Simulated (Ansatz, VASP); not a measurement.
## Cu3Mo in VASP and in Ansatz

```
CELL_PARAMETERS angstrom
2.79889 0.00000 0.00000
-1.39945 2.42391 0.00000
0.00000 0.00000 8.71903
ATOMIC_POSITIONS crystal
Cu 0.00000 0.00000 0.00000
Cu 0.66667 0.33333 0.76162
Cu 0.66667 0.33333 0.23838
Mo 0.00000 0.00000 0.50000
```

Change from the starting cell: species swapped into the Co3Ir type (P-6m2, No. 187).

Alike in both runs: task relaxation of cell and atoms; functional PBE; k mesh 6 × 6 × 2; occupations gaussian, width 0.1 eV; no spin polarisation.

|  | VASP | Ansatz |
| --- | --- | --- |
| version | VASP 6.6.1 | Ansatz 0.2.0 |
| potentials or method | VASP PAW PBE potentials, release 64 (Cu, Mo_sv), cutoff 600 eV | scalar-relativistic, plane waves, PAW |
| valence electrons in the cell | 47 | 71 |

|  | VASP | Ansatz | Ansatz less VASP |
| --- | --- | --- | --- |
| gap on the k mesh at the Fermi level, each at its own relaxed structure (eV) | none | none | - |
| relaxed volume (Å³/atom) | 13.18 | 13.11 | -0.071 |
| relaxed cell length with the largest relative difference (Å) | 8.731 | 8.698 | -0.0337 |

A gap of «none» marks a metal or a gap that the smearing closes. VASP's potentials hold 47 valence electrons a cell and Ansatz's 71, so a difference there can come from the potentials and not from the codes.

The k mesh is coarse, so the values compare programs but aren't converged.
